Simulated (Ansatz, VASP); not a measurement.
Pd in VASP and in Ansatz

INCAR

```
  PREC = Accurate
  ENCUT = 520
  EDIFF = 1E-7
  ISMEAR = -1
  SIGMA = 0.05
  LREAL = False
  LASPH = True
  NELM = 100
  ALGO = Normal
  ISIF = 2
  LWAVE = False
  LCHARG = True
  GGA = RP
  LELF = True
  LVHAR = True
  NBANDS = 11
```

The input KPOINTS:

```
regular mesh
0
Gamma
  7 7 7
```

POSCAR

```
Pd
1.0
    0.0000000000      1.9465000000      1.9465000000
    1.9465000000      0.0000000000      1.9465000000
    1.9465000000      1.9465000000      0.0000000000
Pd
1
Direct
    0.0000000000      0.0000000000      0.0000000000
```

File input.yaml:

```yaml
crystal:
  lattice:
    - [0.0, 1.9465, 1.9465]
    - [1.9465, 0.0, 1.9465]
    - [1.9465, 1.9465, 0.0]
  atoms:
    - { symbol: Pd, position: [0.0, 0.0, 0.0] }
hamiltonian:
  xc: rpbe
  pseudopotentials: { kind: paw }
kpoints:
  mp_grid: { grid: [7, 7, 7] }
scf:
  occupations: { method: fermi_dirac, width: 0.05 }
  n_extra_bands: 6
output:
  forces: true
  stress: true
  eigenvalues: true
  dos: { projected: true, de: 0.05, nscf_kmesh: { grid: [11, 11, 11] } }
```

Alike in both runs: functional RPBE; k mesh 7 × 7 × 7; occupations fermi-dirac, width 0.05 eV; no spin polarisation.

|  | VASP | Ansatz |
| --- | --- | --- |
| version | VASP 6.6.1 | Ansatz 0.2.0 |
| potentials or method | VASP PAW PBE potentials, release 64 (Pd) | Ansatz PAW |
| plane-wave cutoff (eV) | 520 | 420 |
| valence electrons in the cell | 10 | 18 |
| task | single point | projected density of states |

|  | VASP | Ansatz | Ansatz less VASP |
| --- | --- | --- | --- |
| gap on the k mesh at the Fermi level (eV) | none | none | - |
| pressure (GPa) | 12.3 | 12.6 | +0.29 |

VASP's potentials were made for PBE, not for RPBE. A gap of «none» marks a metal or a gap that the smearing closes. With one functional, cell and mesh, what is left measures potentials, basis and numerics. VASP's potentials hold 10 valence electrons a cell and Ansatz's 18, so a difference there can come from the potentials and not from the codes.

The k mesh is coarse, so the values compare programs but aren't converged.
